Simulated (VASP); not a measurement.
# Mg7Cd9O16 (P1) in VASP: further runs, part 2 of 2

VASP 6.6.1. Earlier steps stand in the parts before.

## Step 3: Single point, PBEsol

This run uses another cell than the first one, of 11.52 Å³/atom.

The input, INCAR:

```
PREC     = Accurate       # precision mode
ENCUT    = 520            # plane-wave cutoff, eV
EDIFF    = 1E-6           # SCF threshold, eV
ISMEAR   = -1             # smearing method
SIGMA    = 0.05           # smearing width, eV
LREAL    = Auto         
LASPH    = True           # aspherical terms in the spheres
NELM     = 60             # most SCF steps
ALGO     = Normal         # electronic algorithm
ISIF     = 2              # what is computed and relaxed
LWAVE    = False          # write WAVECAR
LCHARG   = True           # write CHGCAR
GGA      = PS             # functional
LELF     = True           # ELF
LVHAR    = True         
NBANDS   = 256            # bands
```

The input, KPOINTS:

```
Automatic mesh
0
Gamma
  1 1 1
  0.5 0.5 0.5
```

The input, POSCAR:

```
Mg7Cd9O16
1.0
    9.0328785037      0.0000000000      0.0000000000
    0.0000000000      9.0328785037      0.0000000000
    0.0000000000      0.0000000000      9.0328785037
O Mg Cd
32 14 18
Direct
    0.2329600000      0.0022200000      0.0157830000
    0.2356860000      0.0138670000      0.4874620000
    0.2485480000      0.4976810000      0.0021570000
    0.2619970000      0.4817390000      0.4970660000
    0.7642100000      0.0025130000      0.0073610000
    0.7633330000      0.0135670000      0.4966750000
    0.7504500000      0.4973050000      0.0177350000
    0.7408360000      0.4831570000      0.4877330000
    0.0004700000      0.2369010000      0.0169420000
    0.0008680000      0.2392670000      0.4883930000
    0.0005400000      0.7656810000      0.0159070000
    0.0015160000      0.7659130000      0.4879280000
    0.4988260000      0.2506520000      0.9790420000
    0.5005540000      0.2595580000      0.5079120000
    0.5000380000      0.7490660000      0.9981670000
    0.5002870000      0.7364640000      0.4999570000
    0.9958050000      0.9983800000      0.2522850000
    0.9855080000      0.0001420000      0.7519980000
    0.9860580000      0.5128030000      0.2527490000
    0.9975430000      0.5029430000      0.7506420000
    0.5088290000      0.9873560000      0.2502600000
    0.5144620000      0.9975160000      0.7473440000
    0.5138580000      0.5136460000      0.2616760000
    0.5041270000      0.5044710000      0.7351040000
    0.2396170000      0.2369000000      0.2627170000
    0.2640670000      0.2468160000      0.7320830000
    0.2546920000      0.7652320000      0.2521380000
    0.2685640000      0.7530950000      0.7490530000
    0.7604220000      0.2461460000      0.2631430000
    0.7384590000      0.2373270000      0.7334430000
    0.7493610000      0.7556200000      0.2526950000
    0.7361980000      0.7648820000      0.7486880000
    0.9964420000      0.0006500000      0.0100690000
    0.9976560000      0.0041900000      0.4923800000
    0.5033700000      0.4968870000      0.4982140000
    0.2499790000      0.2465630000      0.4961000000
    0.7505000000      0.2470940000      0.4965180000
    0.2397850000      0.9998020000      0.2529960000
    0.7546280000      0.0002720000      0.2536810000
    0.7502280000      0.0028600000      0.7429400000
    0.7502940000      0.4999060000      0.2557620000
    0.9971440000      0.2382130000      0.2547170000
    0.9939620000      0.7574760000      0.2516810000
    0.5030570000      0.2479930000      0.7401110000
    0.5045220000      0.7508560000      0.2543920000
    0.5038280000      0.7504430000      0.7451370000
    0.9983410000      0.5002260000      0.0063000000
    0.9995820000      0.4967710000      0.4966300000
    0.5015000000      0.9990220000      0.9995150000
    0.5004710000      0.0008780000      0.4983650000
    0.5016400000      0.5008800000      0.9999500000
    0.2489200000      0.2469880000      0.0009970000
    0.2499830000      0.7532850000      0.0030130000
    0.2511700000      0.7513930000      0.4981510000
    0.7507400000      0.2475200000      0.0003670000
    0.7504100000      0.7527040000      0.0018560000
    0.7502990000      0.7505300000      0.4992680000
    0.2493800000      0.0013760000      0.7487330000
    0.2500110000      0.5014410000      0.2528520000
    0.2552980000      0.4983460000      0.7468840000
    0.7470710000      0.4973950000      0.7465740000
    0.9991170000      0.2464110000      0.7472040000
    0.9990200000      0.7553510000      0.7515450000
    0.5016230000      0.2502340000      0.2529210000
```

Potentials or basis: VASP PAW PBE potentials, release 64 (O, Mg, Cd).

Started as:

```console
cat potpaw_PBE.64/O/POTCAR potpaw_PBE.64/Mg/POTCAR potpaw_PBE.64/Cd/POTCAR > POTCAR
mpirun -np 1 vasp_std > vasp.out
```

It took 6.4 min on 1 thread of Oxide Virtual Turin-like, shared host; peak memory 0.72 GiB.

It converged, with:

```
Free energy            : -322.7412 eV
Pressure               : 1.0 GPa
Largest force          : 0.105 eV/Å
Band gap on the k mesh : 3.05 eV
```

Forces on the atoms (eV/Å):
```
O   -0.058 -0.016  0.053
O   -0.054  0.061 -0.064
O    0.002  0.011 -0.020
O    0.059 -0.055  0.023
O    0.065 -0.018  0.005
O    0.055  0.056  0.005
O   -0.004  0.015  0.056
O   -0.064 -0.050 -0.067
O   -0.001 -0.057  0.047
O    0.003 -0.063 -0.063
O    0.000  0.056  0.054
O   -0.004  0.052 -0.061
O    0.003  0.002 -0.066
O   -0.003  0.061  0.079
O   -0.003 -0.002 -0.002
O    0.000 -0.058  0.003
O    0.003 -0.004 -0.001
O   -0.062  0.003  0.003
O   -0.062  0.023 -0.015
O    0.022 -0.005  0.012
O    0.011 -0.065 -0.012
O    0.057 -0.001  0.013
O    0.056  0.060  0.059
O   -0.026  0.006 -0.055
O   -0.050 -0.052  0.058
O    0.062  0.017 -0.058
O    0.011  0.059 -0.011
O    0.069 -0.017  0.011
O    0.058 -0.004  0.054
O   -0.059 -0.058 -0.051
O   -0.001  0.003 -0.013
O   -0.069  0.052  0.018
Mg  -0.002 -0.001  0.013
Mg  -0.002  0.006 -0.013
Mg   0.002 -0.001  0.002
Mg   0.000 -0.003 -0.002
Mg  -0.001 -0.002 -0.002
Mg  -0.012  0.000  0.004
Mg   0.012 -0.002  0.003
Mg  -0.001  0.001 -0.003
Mg  -0.001  0.001  0.007
Mg  -0.001 -0.013  0.008
Mg  -0.006  0.010 -0.002
Mg   0.001  0.000 -0.008
Mg   0.004  0.000  0.003
Mg   0.002 -0.001 -0.003
Cd   0.005 -0.001 -0.017
Cd   0.008  0.006  0.018
Cd  -0.010  0.004 -0.001
Cd  -0.007 -0.003  0.002
Cd  -0.007 -0.002 -0.004
Cd   0.009  0.012 -0.012
Cd  -0.001 -0.014 -0.012
Cd  -0.004 -0.012  0.013
Cd  -0.008  0.012 -0.011
Cd   0.000 -0.013 -0.008
Cd   0.002 -0.011  0.008
Cd  -0.005 -0.007  0.012
Cd  -0.003  0.003 -0.012
Cd  -0.014  0.006  0.013
Cd   0.015  0.006  0.018
Cd   0.008  0.019  0.013
Cd   0.010 -0.017  0.002
Cd  -0.006  0.004 -0.025
```

Stress tensor (GPa, compression positive):
```
 0.98 -0.05  0.01
-0.05  0.97  0.04
 0.01  0.04  0.99
```

Levels at points of the mesh, in eV from the valence-band top:
```tsv
k point	band 215	band 216	band 217	band 218	band 219	band 220	band 221	band 222
(0.50, 0.50, 0.50)	-0.09	-0.05	-0.03	0.00	3.05	3.38	3.57	3.75
```

Caveat: the k points lie up to 0.70 Å⁻¹ apart; the PAW data sets were made with another functional, which shifts forces and pressure a little; a shifted mesh leaves out Γ, where band edges can lie.
